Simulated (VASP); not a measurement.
Here is a VASP 6.6.1 calculation.

Contents of INCAR:

```
PREC = Accurate
ENCUT = 520
EDIFF = 1E-8
ISMEAR = -1
SIGMA = 0.05
LREAL = F
LASPH = T
NELM = 60
ALGO = Normal
ISIF = 2
LWAVE = F
LCHARG = F
GGA = PS
LEFG = T
NBANDS = 17
```

File KPOINTS:

```
Automatic mesh
0
Gamma
  13 13 7
```

The input POSCAR:

```
Hf
1.0
    3.2286655094      0.0000000000      0.0000000000
   -1.6143327547      2.7961063515      0.0000000000
    0.0000000000      0.0000000000      5.0578000000
Hf
2
Direct
    0.3333333333      0.6666666667      0.2500000000
    0.6666666667      0.3333333333      0.7500000000
```

Potentials or basis: VASP PAW PBE potentials, release 64 (Hf_pv).

Run with:

```sh
$ cat potpaw_PBE.64/Hf_pv/POTCAR > POTCAR
$ mpirun -np 1 vasp_std > vasp.out
```

(1) Predict the band gap on the k mesh.

(2) Predict the pressure.

## Answers

(1) zero (band 10 reaches 5.76 eV, above the bottom of band 11 at 4.22 eV).

(2) -6.0 GPa.

Caveat: the cell differs from its parent crystal (equal xx and yy strain of +1 %); without QUAD_EFG the Cq values of the log hold for a quadrupole moment of 1 mb, not for the nuclei; the PAW data sets were made with another functional, which shifts forces and pressure a little; spin-orbit coupling is left out, which moves the levels of the heavy elements.
